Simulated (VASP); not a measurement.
Cd4Te, 5 atoms in the cell. The structure is cubic, space group F-43m (No. 216). The conventional cell has a = 8.478 Å, b = 8.478 Å, c = 8.478 Å, α = 90.00°, β = 90.00°, γ = 90.00°. Within 3.9 Å of Cd (site symmetry 3m) lie 6 Cd at 3.00 Å and 3 Te at 3.52 Å. Te (site symmetry -43m) has 12 Cd at 3.52 Å within 4.6 Å. 

| Property | Result |
| --- | --- |
| Program | VASP 6.6.1 |
| Task | single point |
| Functional | PBE |
| Potentials or basis | VASP PAW PBE potentials, release 64 (Cd, Te) |
| Cutoff | 520 eV |
| k mesh | 8 × 8 × 8 |
| Occupations | gaussian, width 0.1 eV |
| Spin | no spin polarisation |
| Dipole correction | no |
| Further INCAR settings | ALGO = Fast; EDIFF = 1e-06; NBANDS = 35 |

Potentials or basis: VASP PAW PBE potentials, release 64 (Cd, Te).

Launch:

```bash
$ cat potpaw_PBE.64/Cd/POTCAR potpaw_PBE.64/Te/POTCAR > POTCAR
$ mpirun -np 1 vasp_std > vasp.out
```

Hardware: 1 thread of Intel(R) Xeon(R) Platinum 8375C CPU @ 2.90GHz (Ice Lake), with other jobs on the host.

Q: Estimate the wall time of this run.

A: Run time: 2.1 min on 1 thread of Intel(R) Xeon(R) Platinum 8375C CPU @ 2.90GHz (Ice Lake), with other jobs on the host, peak memory 0.39 GiB. Counts: scf iterations 13, k points 29.
